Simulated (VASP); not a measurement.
Runs of VASP 6.6.1 on SrO. The structure is that of space group Fm-3m (No. 225), or close to it. The cells are those of the table. 

```csv
task,level,cell,k mesh,cutoff (eV),gap on the mesh (eV),pressure (GPa),relaxed volume (Å³/atom)
relaxation of cell and atoms,PBEsol,"relaxed from a = 3.610 Å, angles 60.0°, 2 atoms",8 × 8 × 8,600,3.15,0.0,16.90
single point,r2SCAN+rVV10,"a = 3.635 Å, angles 60.0°, 2 atoms",8 × 8 × 8,660,3.70,(b),-
relaxation of cell and atoms,r2SCAN+rVV10,"relaxed from a = 3.622 Å, angles 60.0°, 2 atoms",8 × 8 × 8,660,3.70,0.0,(a)
single point,r2SCAN+rVV10,"a = 3.635 Å, angles 60.0°, 2 atoms",10 × 10 × 10,520,3.70,0.7,-
single point,PBEsol,"a = 3.622 Å, angles 60.0°, 2 atoms",8 × 8 × 8,600,3.15,0.6,-
```

Alike in all rows: potentials or basis VASP PAW PBE potentials, release 64 (Sr_sv, O); no spin polarisation; smearing fermi-dirac 0.03 eV.

Problem. Estimate the missing entries.

Solution. (a) 17.08; (b) 0.5.

Caveats: the PAW data sets were made with another functional, which shifts forces and pressure a little.

A k mesh can miss the band edges, and the runs leave out spin-orbit coupling on Sr.
